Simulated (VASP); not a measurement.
RhC:

```
CELL_PARAMETERS angstrom
2.47394 -2.80557 0.00000
2.47394 2.80557 0.00000
0.00000 0.00000 3.51466
ATOMIC_POSITIONS crystal
Rh 0.50000 0.50000 0.75000
Rh 0.50000 0.50000 0.25000
C 0.25000 0.25000 0.00000
C 0.75000 0.75000 0.00000
```

| Item | Value |
| --- | --- |
| Program | VASP 6.6.1 |
| Task | relaxation of cell and atoms |
| Functional | PBE |
| Potentials or basis | VASP PAW PBE potentials, release 64 (Rh_pv, C) |
| Cutoff | 600 eV |
| k mesh | 6 × 6 × 6 |
| Occupations | gaussian, width 0.1 eV |
| Spin | no spin polarisation |

At the start: pressure 285.2 GPa; volume 12.20 Å³/atom.

Problem. Where does the relaxation end?

Solution. Over 64 steps the energy falls by 8302.4 meV/atom and the volume is 12.70 Å³/atom (+4.2 %); space group Cmmm (No. 65, to 0.05 Å).

Step by step:
```csv
step,energy change (eV),largest force (eV/Å),pressure (GPa),volume (Å³)
1,0.0000,35.2665,285.18,48.79
3,3289.5310,60363.3954,1227.59,154.90
5,193.4257,1135.1441,269.31,94.93
7,99.9035,547.9325,248.51,85.33
9,93.4094,509.8048,260.87,82.30
11,81.8565,415.4864,299.53,78.52
13,74.8113,455.2385,215.77,85.26
15,56.1477,368.9550,205.15,84.02
17,-14.8497,44.0165,43.40,91.10
19,-22.3887,18.4281,4.71,96.27
21,-22.8953,13.9883,-3.82,98.64
23,-23.0146,12.9760,-5.18,98.94
25,-23.8724,9.2211,-8.94,98.77
27,-25.4055,1.8844,-17.03,97.98
29,-25.5822,0.7077,-18.57,97.45
31,-26.9000,4.1230,-17.20,87.35
33,-26.5900,39.6299,63.36,50.15
35,-28.9725,22.7221,7.08,61.93
37,-29.3973,21.4767,10.15,59.54
39,-29.3771,16.2231,47.30,49.51
41,-30.1629,16.7131,20.17,54.44
43,-31.5008,3.1801,-3.13,57.01
45,-31.5516,1.2266,-7.55,57.75
47,-31.7812,1.4039,-7.40,57.19
49,-32.6526,1.8997,-4.44,54.53
51,-33.1359,1.5016,1.63,51.28
53,-33.1819,0.3025,0.87,51.59
55,-33.1952,0.2392,-1.44,52.05
57,-33.2025,0.1379,-0.21,51.72
59,-33.2051,0.1183,-0.04,51.48
61,-33.2088,0.1179,0.13,50.83
63,-33.2092,0.0475,-0.02,50.82
64,-33.2094,0.0110,0.04,50.82
```

Final structure:
```
CELL_PARAMETERS angstrom
2.10055 -2.30414 0.00000
2.10055 2.30414 0.00000
0.00000 0.00000 5.24959
ATOMIC_POSITIONS crystal
Rh 0.50000 0.50000 0.25538
Rh 0.50000 0.50000 0.74462
C 0.16212 0.16212 0.00000
C 0.83788 0.83788 0.00000
```
